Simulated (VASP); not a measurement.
Here is a VASP 6.6.1 calculation.

The input POSCAR:

```
PbS
1.0
    0.0000000000      2.9856292721      2.9856292721
    2.9856292721      0.0000000000      2.9856292721
    2.9856292721      2.9856292721      0.0000000000
Pb S
1 1
Direct
    0.0000000000      0.0000000000      0.0000000000
    0.5000000000      0.5000000000      0.5000000000
```

The input INCAR.step1:

```
PREC = Accurate
ENCUT = 520
EDIFF = 1E-5
ISMEAR = -1
SIGMA = 0.02
LREAL = F
LASPH = T
NELM = 100
ALGO = Normal
ISIF = 2
LWAVE = T
LCHARG = F
GGA = PE
NBANDS = 17
```

INCAR.step2

```
PREC = Accurate
ENCUT = 520
EDIFF = 1E-6
ISMEAR = -1
SIGMA = 0.02
LREAL = F
LASPH = T
NELM = 100
ALGO = Normal
ISIF = 2
LWAVE = F
LCHARG = F
GGA = PE
LHFCALC = T
HFSCREEN = 0.2079
PRECFOCK = Normal
ISTART = 1
NBANDS = 17
```

The input KPOINTS:

```
regular mesh
0
Gamma
  4 4 4
```

Potentials or basis: VASP PAW PBE potentials, release 64 (Pb_d, S).

Launch:

```console
$ cat potpaw_PBE.64/Pb_d/POTCAR potpaw_PBE.64/S/POTCAR > POTCAR
$ cp INCAR.step1 INCAR
$ mpirun -np 1 vasp_std > vasp.out
$ cp INCAR.step2 INCAR
$ mpirun -np 1 vasp_std > vasp.out
```

(1) Estimate the band gap on the k mesh.

(2) Predict the pressure.

## Answers

(1) 0.88 eV.

(2) -0.1 GPa.

Caveat: the k points lie up to 0.46 Å⁻¹ apart; the PAW data sets were made with another functional, which shifts forces and pressure a little; spin-orbit coupling is left out, which moves the levels of the heavy elements.
